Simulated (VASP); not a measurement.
# Pd (Fm-3m) in VASP: notebook, part 2 of 2

VASP 6.6.1. Earlier steps stand in the parts before.

### 4 Single point, PBEsol

This run uses another cell than the first one, of 15.05 Å³/atom, 1.041 times its volume.

The input, INCAR:

```
SYSTEM = Pd
PREC = Accurate
ENCUT = 520
EDIFF = 1E-6
ISMEAR = -1
SIGMA = 0.1
LREAL = .False.
LASPH = .True.
NELM = 60
ALGO = Normal
ISIF = 2
LWAVE = .False.
LCHARG = .False.
GGA = PS
NBANDS = 11
```

The input, KPOINTS:

```
regular mesh
0
Gamma
  12 12 12
  0 0 0
```

The input, POSCAR:

```
Pd
1.0
    0.0000000000      1.9593911042      1.9593911042
    1.9593911042      0.0000000000      1.9593911042
    1.9593911042      1.9593911042      0.0000000000
Pd
1
Direct
    0.0000000000      0.0000000000      0.0000000000
```

Potentials or basis: VASP PAW PBE potentials, release 64 (Pd).

Command:

```sh
> cat potpaw_PBE.64/Pd/POTCAR > POTCAR
> mpirun -np 1 vasp_std > vasp.out
```

OUTCAR:

```text
SYSTEM = Pd
   PREC = Accurate
   ENCUT = 520
   EDIFF = 1E-6
   ISMEAR = -1
   LREAL = .False.
   LASPH = .True.
   NELM = 60
   ISIF = 2
   GGA = PS

 ion  position               nearest neighbor table
   1  0.000  0.000  0.000-

  LATTYP: Found a face centered cubic cell.
 ALAT       =     3.9187822084

  Lattice vectors:

 A1 = (   0.0000000000,   1.9593911042,   1.9593911042)
 A2 = (   1.9593911042,   0.0000000000,   1.9593911042)
 A3 = (   1.9593911042,   1.9593911042,   0.0000000000)

Analysis of symmetry for initial positions (statically):
=====================================================================
 Subroutine PRICEL returns:
 Original cell was already a primitive cell.

 Routine SETGRP: Setting up the symmetry group for a
 face centered cubic supercell.

 Subroutine GETGRP returns: Found 48 space group operations
 (whereof 48 operations were pure point group operations)
 out of a pool of 48 trial point group operations.

The static configuration has the point symmetry O_h .

Analysis of symmetry for dynamics (positions and initial velocities):
=====================================================================
 Subroutine PRICEL returns:
 Original cell was already a primitive cell.

 Routine SETGRP: Setting up the symmetry group for a
 face centered cubic supercell.

 Subroutine GETGRP returns: Found 48 space group operations
 (whereof 48 operations were pure point group operations)
 out of a pool of 48 trial point group operations.

The dynamic configuration has the point symmetry O_h .

 Subroutine INISYM returns: Found 48 space group operations
 (whereof 48 operations are pure point group operations),
 and found     1 'primitive' translations

----------------------------------------------------------------------------------------

                                     Primitive cell

  volume of cell :      15.0450

  direct lattice vectors                    reciprocal lattice vectors
     0.000000000  1.959391104  1.959391104    -0.255181316  0.255181316  0.255181316
     1.959391104  0.000000000  1.959391104     0.255181316 -0.255181316  0.255181316
     1.959391104  1.959391104  0.000000000     0.255181316  0.255181316 -0.255181316

  length of vectors
     2.770997474  2.770997474  2.770997474     0.441987004  0.441987004  0.441987004

  position of ions in fractional coordinates (direct lattice)
     0.000000000  0.000000000  0.000000000

  ion indices of the primitive-cell ions
   primitive index   ion index
                 1           1

----------------------------------------------------------------------------------------

 KPOINTS: regular mesh

Automatic generation of k-mesh.
 Grid dimensions read from file:
 generate k-points for:   12   12   12

 Generating k-lattice:

  Cartesian coordinates                     Fractional coordinates (reciprocal lattice)
    -0.021265110  0.021265110  0.021265110     0.083333333  0.000000000  0.000000000
     0.021265110 -0.021265110  0.021265110     0.000000000  0.083333333  0.000000000
     0.021265110  0.021265110 -0.021265110     0.000000000  0.000000000  0.083333333

  Length of vectors
     0.036832250  0.036832250  0.036832250

  Shift w.r.t. Gamma in fractional coordinates (k-lattice)
     0.000000000  0.000000000  0.000000000

 Subroutine IBZKPT returns following result:
 ===========================================

 Found     72 irreducible k-points:

 Following reciprocal coordinates:
            Coordinates               Weight
  0.000000  0.000000  0.000000      1.000000
  0.083333  0.000000  0.000000      8.000000
  0.166667  0.000000  0.000000      8.000000
  0.250000  0.000000  0.000000      8.000000
  0.333333  0.000000  0.000000      8.000000
  0.416667  0.000000  0.000000      8.000000
[... 16 lines left out ...]
  0.500000  0.166667  0.000000     24.000000
 -0.416667  0.166667  0.000000     24.000000
 [... further k-points ...]
   k-points           NKPTS =     72   k-points in BZ     NKDIM =     72   number of bands    NBANDS=     11
   number of dos      NEDOS =    301   number of ions     NIONS =      1
   total plane-waves  NPLWV =  13824
   dimension x,y,z NGX =    24 NGY =   24 NGZ =   24
   dimension x,y,z NGXF=    48 NGYF=   48 NGZF=   48
   ions per type =               1
   NGX,Y,Z   is equivalent  to a cutoff of  14.40, 14.40, 14.40 a.u.
   NGXF,Y,Z  is equivalent  to a cutoff of  28.80, 28.80, 28.80 a.u.
 SYSTEM =  Pd
   PREC   = accura    normal or accurate (medium, high low for compatibility)
   ISTART =      0    job   : 0-new  1-cont  2-samecut
   ICHARG =      2    charge: 1-file 2-atom 10-const
   ISPIN  =      1    spin polarized calculation?
   LNONCOLLINEAR =      F non collinear calculations
   LSORBIT =      F    spin-orbit coupling
   LASPH  =      T    aspherical Exc in radial PAW
   ENCUT  =  520.0 eV  38.22 Ry    6.18 a.u.   5.15  5.15  5.15*2*pi/ulx,y,z
   NELM   =     60;   NELMIN=  2; NELMDL= -5     # of ELM steps
   EDIFF  = 0.1E-05   stopping-criterion for ELM
   LREAL  =      F    real-space projection
   EDIFFG = 0.1E-04   stopping-criterion for IOM
   NSW    =      0    number of steps for IOM
   IBRION =     -1    ionic relax: 0-MD 1-quasi-New 2-CG
   NFREE  =      0    steps in history (QN), initial steepest desc. (CG)
   ISIF   =      2    stress and relaxation
   ISYM   =      2    0-nonsym 1-usesym 2-fastsym
   POTIM  = 0.5000    time-step for ionic-motion
   TEBEG  =    0.0;   TEEND  =   0.0 temperature during run
   PSTRESS=    0.0 pullay stress
   NELECT =      10.0000    total number of electrons
   NUPDOWN=      -1.0000    fix difference up-down
   EMIN   =  10.00;   EMAX   =-10.00  energy-range for DOS
   EFERMI =   0.00;   METHOD = LEGACY
   ISMEAR =    -1;   SIGMA  =   0.10  broadening in eV -4-tet -1-fermi 0-gaus
   EFERMI_NEDOS =   21; number of points for ismear=-14 and -15
   IALGO  =     38    algorithm
   IMIX   =      4    mixing-type and parameters
     AMIX     =   0.40;   BMIX     =  1.00
     AMIX_MAG =   1.60;   BMIX_MAG =  1.00
  volume/ion in A,a.u.               =      15.05       101.53
  Fermi-wavevector in a.u.,A,eV,Ry     =   1.428709  2.699868 27.772330  2.041209
  Thomas-Fermi vector in A             =   2.548741
   LORBIT       =      0    0 simple, 1 ext, 2 COOP (PROOUT), +10 PAW based schemes
   GGA     = PS    functional components
   LHFCALC =     F    Hartree Fock is set to
   AEXX    =    0.0000 exact exchange contribution
   IVDW    =     0    specifies the selected vdW correction
   LEPSILON=     F    determine dielectric tensor
   LRPA    =     F    only Hartree local field effects (RPA)
 non-spin polarized calculation
  energy-cutoff  :      520.00
  volume of cell :       15.05
 maximum number of plane-waves:       419
 NGX is ok and might be reduce to    24
   NGX = 11   NGY = 11   NGZ = 11

 number of electron      10.0000000 magnetization

 number of electron       9.9999999 magnetization

 Free energy of the ion-electron system (eV)
  ---------------------------------------------------
  ext. energy  EPLUGINS =         0.00000000
  ---------------------------------------------------
  free energy    TOTEN  =        -5.99057410 eV

  energy without entropy =       -5.92630335  energy(sigma->0) =       -5.95843872

 E-fermi :   9.2913     XC(G=0): -13.2593

 val. band max:        9.2693429114   @ k =   0.5000   0.0833   0.0000
 cond. band min:       9.2999855982   @ k =   0.5000   0.1667   0.0000
 fundamental gap:      0.0306426867
 Fermi energy:         9.2912994177

 k-point     1 :       0.0000    0.0000    0.0000
  band No.  band energies     occupation
      1       2.2026      2.00000
      2       6.5161      2.00000
      3       6.5161      2.00000
      4       6.5161      2.00000
      5       8.0939      1.99999
      6       8.0939      1.99999
      7      26.4066      0.00000
      8      31.0609      0.00000
      9      31.0609      0.00000
     10      31.0609      0.00000
     11      35.4102      0.00000

 k-point     2 :       0.0833    0.0000    0.0000
  band No.  band energies     occupation
      1       2.4487      2.00000
      2       6.4324      2.00000
      3       6.5988      2.00000
      4       6.5988      2.00000
      5       8.0562      1.99999
      6       8.0562      1.99999
      7      26.6432      0.00000
      8      29.5671      0.00000
      9      31.3329      0.00000
     10      31.3329      0.00000
     11      35.5201      0.00000
[... 295 lines left out ...]
 k-point    24 :      -0.4167    0.1667    0.0000
  band No.  band energies     occupation
      1       4.6960      2.00000
      2       6.0587      2.00000
      3       7.0000      2.00000
      4       7.3917      2.00000
      5       9.0384      1.85225
      6      12.8099      0.00000
      7      16.6690      0.00000
      8      24.9121      0.00000
      9      27.9472      0.00000
     10      28.8740      0.00000
     11      35.5270      0.00000

 [... further k-points ...]
[... 5 lines left out ...]
  --------------------------------------------------------------------------------------
  -------------------------------------------------------------------------------------
  Total       -0.5966387     -0.5966387     -0.5966387      0.0000000      0.0000000      0.0000000
  in kB      -63.5372763    -63.5372763    -63.5372763      0.0000000      0.0000000      0.0000000
  external PRESSURE =     -63.5372763 kB  Pullay stress =       0.0000000 kB

 VOLUME and BASIS-vectors are now :
 -----------------------------------------------------------------------------
  energy-cutoff  :      520.00
  volume of cell :       15.05
      direct lattice vectors                 reciprocal lattice vectors
     0.000000000  1.959391104  1.959391104    -0.255181316  0.255181316  0.255181316
     1.959391104  0.000000000  1.959391104     0.255181316 -0.255181316  0.255181316
     1.959391104  1.959391104  0.000000000     0.255181316  0.255181316 -0.255181316

 POSITION                                       TOTAL-FORCE (eV/Angst)
 -----------------------------------------------------------------------------------
      0.00000      0.00000      0.00000         0.000000      0.000000      0.000000
 -----------------------------------------------------------------------------------
    total drift:                               -0.000000      0.000000      0.000000

  FREE ENERGIE OF THE ION-ELECTRON SYSTEM (eV)
  ---------------------------------------------------
  free  energy   TOTEN  =        -5.9905740979 eV

  energy  without entropy=       -5.9263033496  energy(sigma->0) =       -5.95843872
```

OSZICAR:

```text
N       E                     dE             d eps       ncg     rms          rms(c)
DAV:   1     0.432697838288E+02    0.43270E+02   -0.52762E+03  1584   0.857E+02
DAV:   2    -0.568111826555E+01   -0.48951E+02   -0.47068E+02  1743   0.182E+02
DAV:   3    -0.637207776022E+01   -0.69096E+00   -0.68920E+00  1903   0.230E+01
DAV:   4    -0.637503231094E+01   -0.29546E-02   -0.29542E-02  1880   0.161E+00
DAV:   5    -0.637506488237E+01   -0.32571E-04   -0.32571E-04  2017   0.155E-01    0.792E+00
DAV:   6    -0.600558528768E+01    0.36948E+00   -0.15854E+00  1932   0.102E+01    0.349E+00
DAV:   7    -0.599493504933E+01    0.10650E-01   -0.22129E-02  2057   0.101E+00    0.187E+00
DAV:   8    -0.599059368247E+01    0.43414E-02   -0.13708E-03  1949   0.340E-01    0.102E-01
DAV:   9    -0.599057056774E+01    0.23115E-04   -0.10662E-04  2110   0.892E-02    0.165E-02
DAV:  10    -0.599057463787E+01   -0.40701E-05   -0.37306E-06  1946   0.186E-02    0.808E-03
DAV:  11    -0.599057409793E+01    0.53995E-06   -0.86591E-08  1299   0.303E-03
   1 F= -.59905741E+01 E0= -.59584387E+01  d E =-.642707E-01
```

Wall time 9.1 s (1 thread of Intel Xeon Platinum 8259CL at 2.50GHz (Skylake/Cascade Lake), shared host); peak memory 0.14 GiB.

What came out:

```yaml
Free_energy: -5.9906 eV
Pressure: -6.4 GPa
Band_gap_on_the_k_mesh: zero (band 5 reaches 9.56 eV, above the bottom of band 6 at 8.03 eV)
```

Levels at points of the mesh, in eV from the Fermi level:
```tsv
k point	band 2	band 3	band 4	band 5	band 6	band 7	band 8	band 9
(0.00, 0.00, 0.00)	-2.78	-2.78	-2.78	-1.20	-1.20	17.12	21.77	21.77
(0.50, 0.00, 0.00)	-2.82	-2.82	-0.03	-0.03	0.96	7.10	16.46	20.81
(0.50, 0.50, 0.00)	-4.98	-0.05	0.27	0.27	3.25	10.50	13.00	13.00
```

Caveat: the PAW data sets were made with another functional, which shifts forces and pressure a little.

### 5 The runs side by side

| cell | gap on the mesh (eV) | pressure (GPa) |
| --- | --- | --- |
| a = 2.734 Å, angles 60.0°, 1 atom | none | 1.1 |
| a = 2.753 Å, angles 60.0°, 1 atom | none | -2.8 |
| a = 2.771 Å, angles 60.0°, 1 atom | none | -6.4 |

Alike in all rows: task single point; level PBEsol; potentials or basis VASP PAW PBE potentials, release 64 (Pd); no spin polarisation; k mesh 12 × 12 × 12; cutoff (eV) 520; smearing fermi-dirac 0.1 eV.

Caveats: the PAW data sets were made with another functional, which shifts forces and pressure a little.

Total energies depend on the potentials used, so only differences within one code and one set of settings carry meaning.
